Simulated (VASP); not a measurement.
# KZnF3 (Pm-3m) in VASP: dielectric tensor with PBE

Aim: the dielectric tensor of KZnF3 with PBE.

All numbers are computed with VASP 6.6.1; they aren't measurements. Logs are shortened: lines on timing, memory, paths and dates and some standing lists are left out, and cuts for length are marked.

## (1) The cell of the first run

It takes space group Pm-3m (No. 221, cubic). Conventional cell: a = 4.046 Å, b = 4.046 Å, c = 4.046 Å, α = 90.00°, β = 90.00°, γ = 90.00°. K (site symmetry m-3m) has 12 F at 2.86 Å and 8 Zn at 3.50 Å within 3.8 Å. Zn (site symmetry m-3m) has 6 F at 2.02 Å within 2.7 Å. Within 2.7 Å of F (site symmetry 4/mmm) lie 2 Zn at 2.02 Å.

## (2) Dielectric tensor, PBE

INCAR

```
PREC = Accurate ; ENCUT = 520
EDIFF = 1E-8 ; ISMEAR = 0
SIGMA = 0.01 ; LREAL = F
LASPH = T ; NELM = 80
ALGO = Normal ; ISIF = 2
LWAVE = F ; LCHARG = F
GGA = PE ; LEPSILON = T
```

KPOINTS

```
regular mesh
0
Gamma
  6 6 6
```

POSCAR

```
KZnF3
1.0
    4.0461680130      0.0000000000      0.0000000000
    0.0000000000      4.0461680130      0.0000000000
    0.0000000000      0.0000000000      4.0461680130
K Zn F
1 1 3
Direct
    0.0000000000      0.0000000000      0.0000000000
    0.5000000000      0.5000000000      0.5000000000
    0.5000000000      0.5000000000      0.0000000000
    0.0000000000      0.5000000000      0.5000000000
    0.5000000000      0.0000000000      0.5000000000
```

Potentials or basis: VASP PAW PBE potentials, release 64 (K_sv, Zn, F).

The run is started by

```
> cat potpaw_PBE.64/K_sv/POTCAR potpaw_PBE.64/Zn/POTCAR potpaw_PBE.64/F/POTCAR > POTCAR
> mpirun -np 1 vasp_std > vasp.out
```

OUTCAR:

```text
PREC = Accurate
   ENCUT = 520
   EDIFF = 1E-8
   ISMEAR = 0
   LREAL = F
   LASPH = T
   NELM = 80
   ISIF = 2
   GGA = PE
   LEPSILON = T

 ion  position               nearest neighbor table
   1  0.000  0.000  0.000-
   2  0.500  0.500  0.500-   3 2.02   4 2.02   5 2.02   3 2.02   5 2.02   4 2.02
   3  0.500  0.500  0.000-   2 2.02   2 2.02
   4  0.000  0.500  0.500-   2 2.02   2 2.02
   5  0.500  0.000  0.500-   2 2.02   2 2.02

  LATTYP: Found a simple cubic cell.
 ALAT       =     4.0461680130

  Lattice vectors:

 A1 = (   4.0461680130,   0.0000000000,   0.0000000000)
 A2 = (   0.0000000000,   4.0461680130,   0.0000000000)
 A3 = (   0.0000000000,   0.0000000000,   4.0461680130)

Analysis of symmetry for initial positions (statically):
=====================================================================
 Subroutine PRICEL returns:
 Original cell was already a primitive cell.

 Routine SETGRP: Setting up the symmetry group for a
 simple cubic supercell.

 Subroutine GETGRP returns: Found 48 space group operations
 (whereof 48 operations were pure point group operations)
 out of a pool of 48 trial point group operations.

The static configuration has the point symmetry O_h .

Analysis of symmetry for dynamics (positions and initial velocities):
=====================================================================
 Subroutine PRICEL returns:
 Original cell was already a primitive cell.

 Routine SETGRP: Setting up the symmetry group for a
 simple cubic supercell.

 Subroutine GETGRP returns: Found 48 space group operations
 (whereof 48 operations were pure point group operations)
 out of a pool of 48 trial point group operations.

The dynamic configuration has the point symmetry O_h .

 Subroutine INISYM returns: Found 48 space group operations
 (whereof 48 operations are pure point group operations),
 and found     1 'primitive' translations

----------------------------------------------------------------------------------------

                                     Primitive cell

  volume of cell :      66.2417

  direct lattice vectors                    reciprocal lattice vectors
     4.046168013  0.000000000  0.000000000     0.247147424  0.000000000  0.000000000
     0.000000000  4.046168013  0.000000000     0.000000000  0.247147424  0.000000000
     0.000000000  0.000000000  4.046168013     0.000000000  0.000000000  0.247147424

  length of vectors
     4.046168013  4.046168013  4.046168013     0.247147424  0.247147424  0.247147424

  position of ions in fractional coordinates (direct lattice)
     0.000000000  0.000000000  0.000000000
     0.500000000  0.500000000  0.500000000
     0.500000000  0.500000000  0.000000000
     0.000000000  0.500000000  0.500000000
     0.500000000  0.000000000  0.500000000

  ion indices of the primitive-cell ions
   primitive index   ion index
                 1           1
                 2           2
                 3           3
                 4           4
                 5           5

----------------------------------------------------------------------------------------

 KPOINTS: regular mesh

Automatic generation of k-mesh.
 Grid dimensions read from file:
 generate k-points for:    6    6    6

 Generating k-lattice:

  Cartesian coordinates                     Fractional coordinates (reciprocal lattice)
     0.041191237  0.000000000  0.000000000     0.166666667  0.000000000  0.000000000
     0.000000000  0.041191237  0.000000000     0.000000000  0.166666667  0.000000000
     0.000000000  0.000000000  0.041191237     0.000000000  0.000000000  0.166666667

  Length of vectors
     0.041191237  0.041191237  0.041191237
[... 78 lines left out ...]
   LEPSILON=     T    determine dielectric tensor
   LRPA    =     F    only Hartree local field effects (RPA)
 non-spin polarized calculation
 Gauss-broadening in eV      SIGMA  =   0.01
  energy-cutoff  :      520.00
  volume of cell :       66.24
 maximum number of plane-waves:      1804
   NGX = 15   NGY = 15   NGZ = 15

--------------------------------------- Ionic step        1  -------------------------------------------

 number of electron      41.9999980 magnetization

 E-fermi :  -0.5870     XC(G=0):  -9.8937

 val. band max:       -0.7265937234   @ k =   0.5000   0.5000   0.5000
 cond. band min:       3.0732950856   @ k =   0.0000   0.0000   0.0000
 fundamental gap:      3.7998888090
 Fermi energy:        -0.5869917376

 k-point     1 :       0.0000    0.0000    0.0000
  band No.  band energies     occupation
      1     -27.8339      2.00000
      2     -22.3631      2.00000
      3     -21.7323      2.00000
      4     -21.7323      2.00000
      5     -11.3204      2.00000
      6     -11.3204      2.00000
[... 549 lines left out ...]
     24       7.6957      0.00000
     25       9.5233      0.00000

  FORCE on cell =-STRESS in cart. coord.  units (eV):
  Direction    XX          YY          ZZ          XY          YZ          ZX
  --------------------------------------------------------------------------------------
  -------------------------------------------------------------------------------------
  Total        2.1425120      2.1425120      2.1425120     -0.0000000     -0.0000000      0.0000000
  in kB       51.8205597     51.8205597     51.8205597     -0.0000000     -0.0000000      0.0000000
  external PRESSURE =      51.8205597 kB  Pullay stress =       0.0000000 kB

 VOLUME and BASIS-vectors are now :
 -----------------------------------------------------------------------------
  energy-cutoff  :      520.00
  volume of cell :       66.24
      direct lattice vectors                 reciprocal lattice vectors
     4.046168013  0.000000000  0.000000000     0.247147424  0.000000000  0.000000000
     0.000000000  4.046168013  0.000000000     0.000000000  0.247147424  0.000000000
     0.000000000  0.000000000  4.046168013     0.000000000  0.000000000  0.247147424

 POSITION                                       TOTAL-FORCE (eV/Angst)
 -----------------------------------------------------------------------------------
      0.00000      0.00000      0.00000         0.000000      0.000000      0.000000
      2.02308      2.02308      2.02308         0.000000      0.000000      0.000000
      2.02308      2.02308      0.00000         0.000000      0.000000      0.000000
      0.00000      2.02308      2.02308         0.000000      0.000000      0.000000
      2.02308      0.00000      2.02308         0.000000      0.000000      0.000000
 -----------------------------------------------------------------------------------
    total drift:                                0.000000      0.000000     -0.000000

  FREE ENERGIE OF THE ION-ELECTRON SYSTEM (eV)
  ---------------------------------------------------
  free  energy   TOTEN  =       -20.2584024413 eV

  energy  without entropy=      -20.2584024413  energy(sigma->0) =      -20.25840244

 HEAD OF MICROSCOPIC STATIC DIELECTRIC TENSOR (INDEPENDENT PARTICLE, excluding Hartree and local field effects)
 ------------------------------------------------------
           2.443806     0.000000    -0.000000
          -0.000000     2.443806    -0.000000
           0.000000     0.000000     2.443806
 ------------------------------------------------------

 Free energy of the ion-electron system (eV)
  ---------------------------------------------------
  ---------------------------------------------------
  free energy    TOTEN  =        -0.26907426 eV

  energy without entropy =       -0.26907426

------------------------ aborting loop because EDIFF is reached ----------------------------------------

--------------------------------------- Ionic step        2  -------------------------------------------

------------------------ aborting loop because EDIFF is reached ----------------------------------------

--------------------------------------- Ionic step        3  -------------------------------------------

 Free energy of the ion-electron system (eV)
  ---------------------------------------------------
  ---------------------------------------------------
  free energy    TOTEN  =        -0.26907425 eV

  energy without entropy =       -0.26907425

------------------------ aborting loop because EDIFF is reached ----------------------------------------

 PIEZOELECTRIC TENSOR FIELD DIRECTION 3  (e Angst)
 -----------------------------------------------------------------------------
     0.00157  0.00000  0.00000           (  0.00002  0.00000 -0.00000)
     0.00000  0.00157 -0.00000           (  0.00000  0.00002  0.00000)
    -0.00000  0.00000 -0.00185           ( -0.00000  0.00000  0.00000)

 PIEZOELECTRIC TENSOR FIELD DIRECTION 3  (C/m^2)
 -----------------------------------------------------------------------------
     0.00038  0.00000  0.00000
     0.00000  0.00038 -0.00000
    -0.00000  0.00000 -0.00045

 MACROSCOPIC STATIC DIELECTRIC TENSOR (including local field effects in DFT)
 ------------------------------------------------------
           2.367324     0.000000     0.000000
           0.000000     2.367324     0.000000
          -0.000000    -0.000000     2.367324
 ------------------------------------------------------

 PIEZOELECTRIC TENSOR (including local field effects)  for field in x, y, z        (e  Angst)
          XX          YY          ZZ          XY          YZ          ZX
  --------------------------------------------------------------------------------
  x     0.00000     0.00000     0.00000     0.00000     0.00000     0.00000
  y     0.00000     0.00000     0.00000     0.00000     0.00000     0.00000
  z     0.00000     0.00000     0.00000     0.00000     0.00000     0.00000

 PIEZOELECTRIC TENSOR (including local field effects)  for field in x, y, z        (C/m^2)
          XX          YY          ZZ          XY          YZ          ZX
  --------------------------------------------------------------------------------
  x     0.00000     0.00000     0.00000     0.00000     0.00000     0.00000
  y     0.00000     0.00000     0.00000     0.00000     0.00000     0.00000
  z     0.00000     0.00000     0.00000     0.00000     0.00000     0.00000

 BORN EFFECTIVE CHARGES (including local field effects) (in |e|, cummulative output)
 ---------------------------------------------------------------------------------
 ion    1
    1     1.19398     0.00000     0.00000
    2    -0.00000     1.19398     0.00000
    3     0.00000    -0.00000     1.19398
 ion    2
    1     2.29538     0.00000    -0.00000
    2     0.00000     2.29538    -0.00000
    3     0.00000    -0.00000     2.29538
 ion    3
    1    -0.90209     0.00000    -0.00000
    2    -0.00000    -0.90209     0.00000
    3     0.00000    -0.00000    -1.68519
 ion    4
    1    -1.68519    -0.00000    -0.00000
    2     0.00000    -0.90209     0.00000
    3     0.00000     0.00000    -0.90209
 ion    5
    1    -0.90209     0.00000     0.00000
    2     0.00000    -1.68519    -0.00000
    3     0.00000     0.00000    -0.90209
```

It took 7.7 min on 1 thread of Intel Xeon 6975P-C, shared host; peak memory 0.33 GiB.

Results:

| Item | Value |
| --- | --- |
| Band gap on the k mesh | 3.80 eV, indirect (least direct gap 5.67 eV) |
| Electronic dielectric tensor (diagonal) | 2.37 |
| Born charges (mean of the diagonal) | K +1.19; Zn +2.30; F -1.16 e |

Electronic dielectric tensor:
```
2.37 0.00 0.00
0.00 2.37 0.00
0.00 0.00 2.37
```

Born effective charge tensors (e):
atom 1, K
```
1.19 0.00 0.00
0.00 1.19 0.00
0.00 0.00 1.19
```
atom 2, Zn
```
2.30 0.00 0.00
0.00 2.30 0.00
0.00 0.00 2.30
```
atom 3, F
```
-0.90  0.00  0.00
 0.00 -0.90  0.00
 0.00  0.00 -1.69
```
atom 4, F
```
-1.69  0.00  0.00
 0.00 -0.90  0.00
 0.00  0.00 -0.90
```
atom 5, F
```
-0.90  0.00  0.00
 0.00 -1.69  0.00
 0.00  0.00 -0.90
```

A k mesh can miss the band edges.
